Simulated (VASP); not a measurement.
BP: single point with PBE

BP:

```
CELL_PARAMETERS angstrom
0.00000 2.22268 2.22268
2.22268 0.00000 2.22268
2.22268 2.22268 0.00000
ATOMIC_POSITIONS crystal
P 0.75000 0.75000 0.75000
B 0.00000 0.00000 0.00000
```

* Program: VASP 6.6.1
* Task: single point
* Functional: PBE
* Potentials or basis: VASP PAW PBE potentials, release 64 (P, B)
* Cutoff: 520 eV
* k mesh: 15 × 15 × 15
* Occupations: fermi-dirac, width 0.05 eV
* Spin: no spin polarisation
* Dipole correction: no
* Further INCAR settings: ALGO = Normal; EDIFF = 1e-06; NBANDS = 11

```json
{
 "Pressure": "12.4 GPa",
 "Band gap on the k mesh": "1.15 eV, indirect (least direct gap 3.50 eV)"
}
```

Levels at points of the mesh, in eV from the valence-band top:
| k point | band 1 | band 2 | band 3 | band 4 | band 5 | band 6 | band 7 | band 8 | band 9 |
| --- | --- | --- | --- | --- | --- | --- | --- | --- | --- |
| (0.00, 0.00, 0.00) | -16.02 | 0.00 | 0.00 | 0.00 | 3.50 | 3.50 | 3.50 | 8.33 | 11.95 |

Run time: 8.5 s on 1 thread of Intel(R) Xeon(R) 6975P-C (Granite Rapids), on a shared host, peak memory 0.14 GiB.

A k mesh can miss the band edges. PBE gaps usually lie below the measured ones, often by a third to a half.
